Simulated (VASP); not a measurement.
Here is a VASP 6.6.1 calculation.

Contents of INCAR:

```
  PREC = Accurate
  ENCUT = 600
  EDIFF = 1E-6
  ISMEAR = 0
  SIGMA = 0.01
  LREAL = False
  LASPH = True
  NELM = 120
  ALGO = Normal
  ISIF = 2
  LWAVE = False
  LCHARG = True
  GGA = PE
  LELF = True
  LVHAR = True
  NBANDS = 11
  GGA_COMPAT = False
```

Contents of KPOINTS:

```
Automatic mesh
0
Gamma
  1 1 1
  0.5 0.5 0.5
```

The input POSCAR:

```
SiC
1.0
    0.0000000000      2.0607553000      2.0607553000
    2.0607553000      0.0000000000      2.0607553000
    2.0607553000      2.0607553000      0.0000000000
Si C
1 1
Direct
    0.0000000000      0.0000000000      0.0000000000
    0.3521176600      0.2401965700      0.1957721500
```

Potentials or basis: VASP PAW PBE potentials, release 64 (Si, C).

Run with:

```console
$ cat potpaw_PBE.64/Si/POTCAR potpaw_PBE.64/C/POTCAR > POTCAR
$ mpirun -np 1 vasp_std > vasp.out
```

**Question.** Estimate the largest force.

**Answer.** 10.984 eV/Å.

**Question.** Predict the pressure.

**Answer.** 78.3 GPa.

**Question.** What does it give for the band gap on the k mesh?

**Answer.** 6.53 eV, indirect (least direct gap 6.56 eV).

Forces on the atoms (eV/Å):
```
Si  -6.137  5.794  7.030
C    6.137 -5.794 -7.030
```

Caveat: the k points lie up to 2.64 Å⁻¹ apart; forces of over 1 eV/Å act on the atoms, so gaps and moduli don't describe the material at rest. A k mesh can miss the band edges.
